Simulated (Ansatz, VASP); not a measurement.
Two plane-wave programs on K

```
K
1.0
    -2.52419    2.52419    2.52419
     2.52419   -2.52419    2.52419
     2.52419    2.52419   -2.52419
K
1
Direct
  0.00000 0.00000 0.00000
```

Alike in both runs: task single point; functional LDA; k mesh 15 × 15 × 15; occupations fermi-dirac, width 0.1 eV; no spin polarisation.

|  | VASP | Ansatz |
| --- | --- | --- |
| version | VASP 6.6.1 | Ansatz 0.2.0 |
| potentials or method | VASP PAW LDA potentials, release 64 (K_sv), cutoff 520 eV | plane waves (420 eV) with PAW, scalar-relativistic |
| valence electrons in the cell | 9 | 9 |

|  | VASP | Ansatz | Ansatz less VASP |
| --- | --- | --- | --- |
| pressure (GPa) | 0.0 | 0.0 | +0.02 |

Ansatz warns that its potentials were made for another functional, while VASP's fit it. LDA's correlation is that of Perdew and Zunger in VASP and of Perdew and Wang (1992) in Ansatz.
